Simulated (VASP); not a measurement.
Sr2FeCl:

```
CELL_PARAMETERS angstrom
1.95677 3.38922 0.00000
-1.95677 3.38922 0.00000
0.00000 -2.25948 7.01058
ATOMIC_POSITIONS crystal
Fe 0.50000 0.50000 0.50000
Cl 0.00000 0.00000 0.00000
Sr 0.23080 0.23080 0.69240
Sr 0.76920 0.76920 0.30760
```

| Quantity | Value |
| --- | --- |
| Program | VASP 6.6.1 |
| Task | relaxation of cell and atoms |
| Functional | PBE |
| Potentials or basis | VASP PAW PBE potentials, release 64 (Fe, Cl, Sr_sv) |
| Cutoff | 600 eV |
| k mesh | 5 × 5 × 5 |
| Occupations | fermi-dirac, width 0.1 eV |
| Spin | no spin polarisation |

At the start: pressure 14.5 GPa; volume 23.25 Å³/atom.

Q: Where does the relaxation end?

A: Over 11 steps the energy falls by 438.1 meV/atom and the volume is 28.66 Å³/atom (+23.3 %); space group R-3m (No. 166, to 0.05 Å).

Step by step:
| step | energy change (eV) | largest force (eV/Å) | pressure (GPa) | volume (Å³) |
| --- | --- | --- | --- | --- |
| 1 | 0.0000 | 3.0759 | 14.54 | 92.99 |
| 2 | -1.5698 | 0.6122 | -0.74 | 124.37 |
| 3 | -1.5700 | 0.5989 | -0.80 | 124.64 |
| 4 | -1.6312 | 0.4724 | -0.64 | 122.55 |
| 5 | -1.7242 | 0.1711 | -0.19 | 117.69 |
| 6 | -1.6605 | 0.6024 | 1.52 | 107.93 |
| 7 | -1.7444 | 0.0420 | 0.18 | 114.83 |
| 8 | -1.7449 | 0.0719 | 0.19 | 114.41 |
| 9 | -1.7501 | 0.0623 | -0.09 | 115.22 |
| 10 | -1.7508 | 0.0564 | -0.23 | 115.71 |
| 11 | -1.7523 | 0.0025 | -0.04 | 114.63 |

Final structure:
```xyz
4
Lattice="2.0056 3.4737 0.0000 -2.0056 3.4737 0.0000 0.0000 -2.3158 8.2271" Properties=species:S:1:pos:R:3 pbc="T T T"
Fe    0.0000    2.3158    4.1136
Cl    0.0000    0.0000    0.0000
Sr    0.0000    0.0000    6.0256
Sr    0.0000    4.6317    2.2016
```

Caveat: the k points lie up to 0.37 Å⁻¹ apart in the final cell; the volume moved by over 15 % at a fixed basis, so the end points are rough; an odd number of electrons without spin polarisation forces a metal; a magnetic or distorted state may lie lower; the run has no spin polarisation, though such a crystal can be magnetic.
